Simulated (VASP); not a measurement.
Crystal: ScAl3.

```
Sc Al
1.0
     4.08781    0.00000    0.00000
     0.00000    4.08781    0.00000
     0.00000    0.00000    4.08781
Sc Al
1 3
Cartesian
  0.0000 0.0000 0.0000
  2.0439 2.0439 0.0000
  0.0000 2.0439 2.0439
  2.0439 0.0000 2.0439
```

```yaml
Program: VASP 6.6.1
Task: relaxation of cell and atoms
Functional: revPBE
Dispersion: D3(BJ)
Potentials_or_basis: VASP PAW PBE potentials, release 64 (Sc_sv, Al)
Cutoff: 600 eV
k_mesh: 7 × 7 × 7
Occupations: fermi-dirac, width 0.05 eV
Spin: no spin polarisation
```

At the start: pressure -4.3 GPa; volume 17.08 Å³/atom.

**Question.** How do energy, volume and symmetry change on relaxing?

**Answer.** Over 3 steps the energy falls by 11.4 meV/atom and the volume is 16.27 Å³/atom (-4.7 %); space group Pm-3m (No. 221, to 0.05 Å).

The path:
| step | energy change (eV) | largest force (eV/Å) | pressure (GPa) | volume (Å³) |
| --- | --- | --- | --- | --- |
| 1 | 0.0000 | 0.0000 | -4.32 | 68.31 |
| 2 | -0.0382 | 0.0000 | 1.95 | 63.85 |
| 3 | -0.0455 | 0.0000 | 0.03 | 65.07 |

Final structure:
```
CELL_PARAMETERS angstrom
4.02221 0.00000 0.00000
0.00000 4.02221 0.00000
0.00000 0.00000 4.02221
ATOMIC_POSITIONS crystal
Sc 0.00000 0.00000 0.00000
Al 0.50000 0.50000 0.00000
Al 0.00000 0.50000 0.50000
Al 0.50000 0.00000 0.50000
```

Caveat: the PAW data sets were made with another functional, which shifts forces and pressure a little; pairwise dispersion overbinds metals, which lowers pressure and volume.
